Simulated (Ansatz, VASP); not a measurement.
One calculation of Be2ZnSO3, two programs

```
CELL_PARAMETERS angstrom
2.64421 -3.35032 -0.02592
2.64421 3.35032 -0.02592
-1.36785 0.00000 5.54094
ATOMIC_POSITIONS crystal
Be 0.41718 0.01129 0.54768
Be 0.01129 0.41718 0.54768
Zn 0.66083 0.66083 0.88050
S 0.78062 0.78062 0.28949
O 0.72716 0.28848 0.67511
O 0.28848 0.72716 0.67511
O 0.11444 0.11444 0.38441
```

Alike in both runs: functional PBE; k mesh 6 × 6 × 4; no spin polarisation.

Ansatz relaxed the structure, and its values are those at the end. VASP's run is a single point on that final structure, the one shown.

```csv
,VASP,Ansatz
version,VASP 6.6.1,Ansatz 0.2.0
potentials or method,"VASP PAW PBE potentials, release 64 (Be, Zn, S, O), cutoff 520 eV","scalar-relativistic, plane waves, PAW"
occupations,"gaussian, width 0.01 eV",fixed
valence electrons in the cell,40,40
```

|  | VASP | Ansatz | Ansatz less VASP |
| --- | --- | --- | --- |
| gap on the k mesh at the Fermi level (eV) | 2.53 | 2.52 | -0.009 |
| least direct gap on the mesh (eV) | 2.73 | 2.72 | -0.011 |
| pressure (GPa) | 0.1 | 0.0 | -0.14 |
| rms of the force components (eV/Å) | 0.042 | 0.000 | -0.0416 |
